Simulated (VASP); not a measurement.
# Ru (P6_3/mmc) in VASP: notebook

Runs on Ru. Level: r2SCAN. Tasks: single point.

All numbers are computed with VASP 6.6.1; they aren't measurements. Logs are shortened: lines on timing, memory, paths and dates and some standing lists are left out, and cuts for length are marked.

### 1 The cell of the first run

It takes space group P6_3/mmc (No. 194, hexagonal). The conventional cell has a = 2.702 Å, b = 2.702 Å, c = 4.458 Å, α = 90.00°, β = 90.00°, γ = 120.00°. Within 3.6 Å of Ru (site symmetry -6m2) lie 12 Ru at 2.70 to 2.72 Å.

### 2 Single point, r2SCAN (strain +0.0450 x Voigt [0, 0, 1, 0, 0, 0])

The input, POSCAR:

```
Ru
1.0
    2.7023482492      0.0000000000      0.0000000000
   -1.3511741246      2.3403022337      0.0000000000
    0.0000000000      0.0000000000      4.4579339693
Ru
2
Direct
    0.3333333333      0.6666666667      0.2500000000
    0.6666666667      0.3333333333      0.7500000000
```

The input, INCAR.step1:

```
SYSTEM = Ru
PREC = Accurate ; ENCUT = 520
ISMEAR = 0 ; SIGMA = 0.15
LREAL = .False. ; LASPH = .True.
NELM = 80 ; NBANDS = 21
GGA = PE ; ALGO = Normal
EDIFF = 1E-4 ; LWAVE = .True.
LCHARG = .False.
```

The input, INCAR.step2:

```
SYSTEM = Ru
PREC = Accurate ; ENCUT = 520
EDIFF = 1E-7 ; ISMEAR = 0
SIGMA = 0.15 ; LREAL = .False.
LASPH = .True. ; NELM = 80
ALGO = Normal ; ISIF = 2
LWAVE = .False. ; LCHARG = .False.
METAGGA = R2SCAN ; LMIXTAU = .True.
NBANDS = 21 ; ISTART = 1
```

The input, KPOINTS:

```
Automatic mesh
0
Gamma
  24 24 14
  0 0 0
```

Potentials or basis: VASP PAW PBE potentials, release 64 (Ru_pv).

Launch:

```sh
cat potpaw_PBE.64/Ru_pv/POTCAR > POTCAR
cp INCAR.step1 INCAR
mpirun -np 1 vasp_std > vasp.out
cp INCAR.step2 INCAR
mpirun -np 1 vasp_std > vasp.out
```

OUTCAR:

```text
SYSTEM = Ru
   PREC = Accurate
   ENCUT = 520
   EDIFF = 1E-7
   ISMEAR = 0
   LREAL = .False.
   LASPH = .True.
   NELM = 80
   ISIF = 2
   METAGGA = R2SCAN
   ISTART = 1

 ion  position               nearest neighbor table
   1  0.333  0.667  0.250-   2 2.72   2 2.72   2 2.72   2 2.72   2 2.72   2 2.72
   2  0.667  0.333  0.750-   1 2.72   1 2.72   1 2.72   1 2.72   1 2.72   1 2.72

  LATTYP: Found a hexagonal cell.
 ALAT       =     2.7023482492
 C/A-ratio  =     1.6496519169

  Lattice vectors:

 A1 = (   2.7023482492,   0.0000000000,   0.0000000000)
 A2 = (  -1.3511741246,   2.3403022337,   0.0000000000)
 A3 = (   0.0000000000,   0.0000000000,   4.4579339693)

Analysis of symmetry for initial positions (statically):
=====================================================================
 Subroutine PRICEL returns:
 Original cell was already a primitive cell.

 Routine SETGRP: Setting up the symmetry group for a
 hexagonal supercell.

 Subroutine GETGRP returns: Found 24 space group operations
 (whereof 12 operations were pure point group operations)
 out of a pool of 24 trial point group operations.

The static configuration has the point symmetry D_3d.
 The point group associated with its full space group is D_6h.

Analysis of symmetry for dynamics (positions and initial velocities):
=====================================================================
 Subroutine PRICEL returns:
 Original cell was already a primitive cell.

 Routine SETGRP: Setting up the symmetry group for a
 hexagonal supercell.

 Subroutine GETGRP returns: Found 24 space group operations
 (whereof 12 operations were pure point group operations)
 out of a pool of 24 trial point group operations.

The dynamic configuration has the point symmetry D_3d.
 The point group associated with its full space group is D_6h.

 Subroutine INISYM returns: Found 24 space group operations
 (whereof 12 operations are pure point group operations),
 and found     1 'primitive' translations

----------------------------------------------------------------------------------------

                                     Primitive cell

  volume of cell :      28.1934

  direct lattice vectors                    reciprocal lattice vectors
     2.702348249  0.000000000  0.000000000     0.370048531  0.213647619  0.000000000
    -1.351174125  2.340302234  0.000000000     0.000000000  0.427295238  0.000000000
     0.000000000  0.000000000  4.457933969     0.000000000  0.000000000  0.224319159

  length of vectors
     2.702348249  2.702348249  4.457933969     0.427295238  0.427295238  0.224319159

  position of ions in fractional coordinates (direct lattice)
     0.333333333  0.666666667  0.250000000
     0.666666667  0.333333333  0.750000000

  ion indices of the primitive-cell ions
   primitive index   ion index
                 1           1
                 2           2

----------------------------------------------------------------------------------------

 KPOINTS: Automatic mesh

Automatic generation of k-mesh.
 Grid dimensions read from file:
 generate k-points for:   24   24   14

 Generating k-lattice:

  Cartesian coordinates                     Fractional coordinates (reciprocal lattice)
     0.015418689  0.008901984  0.000000000     0.041666667  0.000000000  0.000000000
     0.000000000  0.017803968  0.000000000     0.000000000  0.041666667  0.000000000
     0.000000000  0.000000000  0.016022797     0.000000000  0.000000000  0.071428571

  Length of vectors
     0.017803968  0.017803968  0.016022797

  Shift w.r.t. Gamma in fractional coordinates (k-lattice)
     0.000000000  0.000000000  0.000000000

 Subroutine IBZKPT returns following result:
 ===========================================

 Found    488 irreducible k-points:

 Following reciprocal coordinates:
            Coordinates               Weight
  0.000000  0.000000  0.000000      1.000000
  0.041667  0.000000  0.000000      6.000000
  0.083333  0.000000  0.000000      6.000000
  0.125000  0.000000  0.000000      6.000000
  0.166667  0.000000  0.000000      6.000000
  0.208333  0.000000  0.000000      6.000000
[... 16 lines left out ...]
  0.416667  0.041667  0.000000     12.000000
  0.458333  0.041667  0.000000     12.000000
 [... further k-points ...]
   k-points           NKPTS =    488   k-points in BZ     NKDIM =    488   number of bands    NBANDS=     21
   number of dos      NEDOS =    301   number of ions     NIONS =      2
   total plane-waves  NPLWV =  14400
   dimension x,y,z NGX =    20 NGY =   20 NGZ =   36
   dimension x,y,z NGXF=    40 NGYF=   40 NGZF=   72
   ions per type =               2
   NGX,Y,Z   is equivalent  to a cutoff of  12.30, 12.30, 13.43 a.u.
   NGXF,Y,Z  is equivalent  to a cutoff of  24.61, 24.61, 26.85 a.u.
 SYSTEM =  Ru
   PREC   = accura    normal or accurate (medium, high low for compatibility)
   ISTART =      1    job   : 0-new  1-cont  2-samecut
   ICHARG =      0    charge: 1-file 2-atom 10-const
   ISPIN  =      1    spin polarized calculation?
   LNONCOLLINEAR =      F non collinear calculations
   LSORBIT =      F    spin-orbit coupling
   LASPH  =      T    aspherical Exc in radial PAW
   ENCUT  =  520.0 eV  38.22 Ry    6.18 a.u.   5.02  5.02  8.29*2*pi/ulx,y,z
   NELM   =     80;   NELMIN=  2; NELMDL=  0     # of ELM steps
   EDIFF  = 0.1E-06   stopping-criterion for ELM
   LREAL  =      F    real-space projection
   EDIFFG = 0.1E-05   stopping-criterion for IOM
   NSW    =      0    number of steps for IOM
   IBRION =     -1    ionic relax: 0-MD 1-quasi-New 2-CG
   NFREE  =      0    steps in history (QN), initial steepest desc. (CG)
   ISIF   =      2    stress and relaxation
   ISYM   =      2    0-nonsym 1-usesym 2-fastsym
   POTIM  = 0.5000    time-step for ionic-motion
   TEBEG  =    0.0;   TEEND  =   0.0 temperature during run
   PSTRESS=    0.0 pullay stress
   NELECT =      28.0000    total number of electrons
   NUPDOWN=      -1.0000    fix difference up-down
   EMIN   =  10.00;   EMAX   =-10.00  energy-range for DOS
   EFERMI =   0.00;   METHOD = LEGACY
   ISMEAR =     0;   SIGMA  =   0.15  broadening in eV -4-tet -1-fermi 0-gaus
   EFERMI_NEDOS =   21; number of points for ismear=-14 and -15
   IALGO  =     38    algorithm
   IMIX   =      4    mixing-type and parameters
     AMIX     =   0.40;   BMIX     =  1.00
     AMIX_MAG =   1.60;   BMIX_MAG =  1.00
  volume/ion in A,a.u.               =      14.10        95.13
  Fermi-wavevector in a.u.,A,eV,Ry     =   1.633347  3.086579 36.297942  2.667823
  Thomas-Fermi vector in A             =   2.725167
   LORBIT       =      0    0 simple, 1 ext, 2 COOP (PROOUT), +10 PAW based schemes
   METAGGA = R2SCAN    functional components
   LHFCALC =     F    Hartree Fock is set to
   AEXX    =    0.0000 exact exchange contribution
   IVDW    =     0    specifies the selected vdW correction
   LEPSILON=     F    determine dielectric tensor
   LRPA    =     F    only Hartree local field effects (RPA)
 non-spin polarized calculation
 Gauss-broadening in eV      SIGMA  =   0.15
  energy-cutoff  :      520.00
  volume of cell :       28.19
 maximum number of plane-waves:       773
 NGX is ok and might be reduce to    20
   NGX =  9   NGY =  9   NGZ = 17

 number of electron      28.0000003 magnetization

 Free energy of the ion-electron system (eV)
  ---------------------------------------------------
  ext. energy  EPLUGINS =         0.00000000
  ---------------------------------------------------
  free energy    TOTEN  =       -50.76820756 eV

  energy without entropy =      -50.74844800  energy(sigma->0) =      -50.75832778

 E-fermi :  12.0570     XC(G=0): -15.1425

 val. band max:       12.0565820040   @ k =   0.0833   0.0417   0.3571
 cond. band min:      12.0570270615   @ k =   0.2500   0.2500   0.2143
 fundamental gap:      0.0004450575
 Fermi energy:        12.0570008857

 k-point     1 :       0.0000    0.0000    0.0000
  band No.  band energies     occupation
      1     -32.8264      2.00000
      2     -31.9426      2.00000
      3     -31.9426      2.00000
      4     -31.8350      2.00000
      5     -31.8127      2.00000
      6     -31.8127      2.00000
[... 13 lines left out ...]
     20      20.4470      0.00000
     21      21.8162      0.00000

 k-point     2 :       0.0417    0.0000    0.0000
  band No.  band energies     occupation
      1     -32.8208      2.00000
      2     -31.9565      2.00000
      3     -31.9469      2.00000
      4     -31.8369      2.00000
      5     -31.8271      2.00000
      6     -31.8149      2.00000
[... 13 lines left out ...]
     20      20.4471      0.00000
     21      21.8062      0.00000

 k-point     3 :       0.0833    0.0000    0.0000
  band No.  band energies     occupation
      1     -32.8042      2.00000
      2     -31.9972      2.00000
      3     -31.9595      2.00000
      4     -31.8691      2.00000
      5     -31.8428      2.00000
      6     -31.8215      2.00000
[... 13 lines left out ...]
     20      20.4470      0.00000
     21      21.7761      0.00000

 k-point     4 :       0.1250    0.0000    0.0000
  band No.  band energies     occupation
      1     -32.7771      2.00000
      2     -32.0620      2.00000
      3     -31.9792      2.00000
      4     -31.9352      2.00000
      5     -31.8527      2.00000
      6     -31.8323      2.00000
[... 13 lines left out ...]
     20      20.4470      0.00000
     21      21.7270      0.00000

 k-point     5 :       0.1667    0.0000    0.0000
  band No.  band energies     occupation
      1     -32.7407      2.00000
      2     -32.1464      2.00000
      3     -32.0200      2.00000
      4     -32.0044      2.00000
      5     -31.8668      2.00000
      6     -31.8466      2.00000
[... 13 lines left out ...]
     20      20.4470      0.00000
     21      21.6632      0.00000
[... 382 lines left out ...]
     20      21.3526      0.00000
     21      21.7367      0.00000

 k-point    22 :       0.3750    0.0417    0.0000
  band No.  band energies     occupation
      1     -32.6664      2.00000
      2     -32.5208      2.00000
      3     -32.4503      2.00000
      4     -32.1606      2.00000
      5     -32.0150      2.00000
      6     -31.9504      2.00000
[... 13 lines left out ...]
     20      20.7059      0.00000
     21      22.5998      0.00000

 k-point    23 :       0.4167    0.0417    0.0000
  band No.  band energies     occupation
      1     -32.7181      2.00000
      2     -32.5677      2.00000
      3     -32.4074      2.00000
      4     -32.1760      2.00000
      5     -32.0437      2.00000
      6     -31.9605      2.00000
[... 13 lines left out ...]
     20      20.4470      0.00000
     21      23.0817      0.00000

 k-point    24 :       0.4583    0.0417    0.0000
  band No.  band energies     occupation
      1     -32.7448      2.00000
      2     -32.5919      2.00000
      3     -32.3821      2.00000
      4     -32.1839      2.00000
      5     -32.0617      2.00000
      6     -31.9658      2.00000
[... 13 lines left out ...]
     20      20.4471      0.00000
     21      23.3390      0.00000

 [... further k-points ...]
[... 5 lines left out ...]
  --------------------------------------------------------------------------------------
  -------------------------------------------------------------------------------------
  Total       -0.9607483     -0.9607483     -4.3845298      0.0000000     -0.0000000      0.0000000
  in kB      -54.5975695    -54.5975695   -249.1648141      0.0000000     -0.0000000      0.0000000
  external PRESSURE =    -119.4533177 kB  Pullay stress =       0.0000000 kB

 VOLUME and BASIS-vectors are now :
 -----------------------------------------------------------------------------
  energy-cutoff  :      520.00
  volume of cell :       28.19
      direct lattice vectors                 reciprocal lattice vectors
     2.702348249  0.000000000  0.000000000     0.370048531  0.213647619  0.000000000
    -1.351174125  2.340302234  0.000000000     0.000000000  0.427295238  0.000000000
     0.000000000  0.000000000  4.457933969     0.000000000  0.000000000  0.224319159

 POSITION                                       TOTAL-FORCE (eV/Angst)
 -----------------------------------------------------------------------------------
     -0.00000      1.56020      1.11448         0.000000     -0.000000      0.000000
      1.35117      0.78010      3.34345        -0.000000      0.000000      0.000000
 -----------------------------------------------------------------------------------
    total drift:                                0.000000     -0.000000      0.000000

  FREE ENERGIE OF THE ION-ELECTRON SYSTEM (eV)
  ---------------------------------------------------
  free  energy   TOTEN  =       -50.7682075579 eV

  energy  without entropy=      -50.7484479995  energy(sigma->0) =      -50.75832778
```

It took 10 min on 1 thread of Intel Xeon Platinum 8259CL at 2.50GHz (Skylake/Cascade Lake), shared host; peak memory 0.33 GiB.

What came out:

```
Free energy            : -50.7682 eV
Pressure               : -11.9 GPa
Band gap on the k mesh : zero (bands 14 and 15 overlap by 3.17 eV)
```

Levels at points of the mesh, in eV from the Fermi level:
```csv
k point,band 12,band 13,band 14,band 15,band 16,band 17
"(0.00, 0.00, 0.00)",-1.95,-1.95,-1.07,-1.07,0.83,1.17
"(0.50, 0.00, 0.00)",-1.71,-1.66,1.63,1.69,1.96,4.11
"(0.00, 0.00, 0.50)",-2.60,-2.60,-2.60,0.51,0.51,0.51
"(0.50, 0.00, 0.50)",-0.89,0.45,0.45,1.82,1.82,3.41
```

Caveat: the cell differs from its parent crystal (strain +0.0450 x Voigt [0, 0, 1, 0, 0, 0]); the cell stands under tension; the PAW data sets were made with another functional, which shifts forces and pressure a little.

### 3 Single point, r2SCAN (strain +0.0525 x Voigt [0, 0, 1, 0, 0, 0])

POSCAR: that of step 2 with these lines changed.

```diff
@@ -4,3 +4,3 @@
    -1.3511741246      2.3403022337      0.0000000000
-    0.0000000000      0.0000000000      4.4579339693
+    0.0000000000      0.0000000000      4.4899287107
 Ru
```

The input, INCAR.step1:

```
SYSTEM = Ru
ALGO = Normal
EDIFF = 1E-4
ENCUT = 520
GGA = PE
ISMEAR = 0
LASPH = .TRUE.
LCHARG = .FALSE.
LREAL = .FALSE.
LWAVE = .TRUE.
NBANDS = 21
NELM = 100
PREC = Accurate
SIGMA = 0.15
```

The input, INCAR.step2:

```
SYSTEM = Ru
ALGO = Normal
EDIFF = 1E-7
ENCUT = 520
ISIF = 2
ISMEAR = 0
ISTART = 1
LASPH = .TRUE.
LCHARG = .FALSE.
LMIXTAU = .TRUE.
LREAL = .FALSE.
LWAVE = .FALSE.
METAGGA = R2SCAN
NBANDS = 21
NELM = 100
PREC = Accurate
SIGMA = 0.15
```

The input, KPOINTS:

```
k-points
0
G
  24 24 14
  0 0 0
```

Potentials or basis: VASP PAW PBE potentials, release 64 (Ru_pv).

Launch:

```sh
cat potpaw_PBE.64/Ru_pv/POTCAR > POTCAR
cp INCAR.step1 INCAR
mpirun -np 1 vasp_std > vasp.out
cp INCAR.step2 INCAR
mpirun -np 1 vasp_std > vasp.out
```

It took 10 min on 1 thread of Intel Xeon Platinum 8259CL at 2.50GHz (Skylake/Cascade Lake), shared host; peak memory 0.33 GiB.

Results (log left out):

| Item | Value |
| --- | --- |
| Free energy | -50.7347 eV |
| Pressure | -13.7 GPa |
| Band gap on the k mesh | zero (bands 14 and 15 overlap by 3.08 eV) |

Stress tensor (GPa, compression positive):
```
 -6.40   0.00   0.00
  0.00  -6.40   0.00
  0.00   0.00 -28.41
```

Levels at points of the mesh, in eV from the Fermi level:
```tsv
k point	band 12	band 13	band 14	band 15	band 16	band 17
(0.00, 0.00, 0.00)	-1.94	-1.94	-1.00	-1.00	0.75	1.16
(0.50, 0.00, 0.00)	-1.73	-1.62	1.64	1.66	1.96	4.09
(0.00, 0.00, 0.50)	-2.55	-2.55	-2.55	0.51	0.51	0.51
(0.50, 0.00, 0.50)	-0.86	0.45	0.45	1.84	1.84	3.39
```

Caveat: the cell differs from its parent crystal (strain +0.0525 x Voigt [0, 0, 1, 0, 0, 0]); the cell stands under tension; the PAW data sets were made with another functional, which shifts forces and pressure a little.
